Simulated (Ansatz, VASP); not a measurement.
Two plane-wave programs on MgO

```xyz
2
Lattice="0.0000 2.1636 2.1636 2.1636 0.0000 2.1636 2.1636 2.1636 0.0000" Properties=species:S:1:pos:R:3 pbc="T T T"
Mg    0.0000    0.0000    0.0000
O     2.1636    2.1636    2.1636
```

Alike in both runs: task single point; functional r2SCAN; k mesh 8 × 8 × 8; occupations gaussian, width 0.02 eV; no spin polarisation.

|  | VASP | Ansatz |
| --- | --- | --- |
| version | VASP 6.6.1 | Ansatz 0.2.0 |
| potentials or method | VASP PAW PBE potentials, release 64 (Mg_sv, O), cutoff 660 eV | PAW, plane waves, scalar-relativistic |
| valence electrons in the cell | 16 | 16 |

```csv
,VASP,Ansatz,Ansatz less VASP
gap on the k mesh at the Fermi level (eV),4.89,4.85,-0.036
pressure (GPa),-12.5,-12.1,+0.46
```

VASP's potentials were made for PBE, not for r2SCAN. The functional is the same, so the differences come from potentials, cutoffs and numerics.
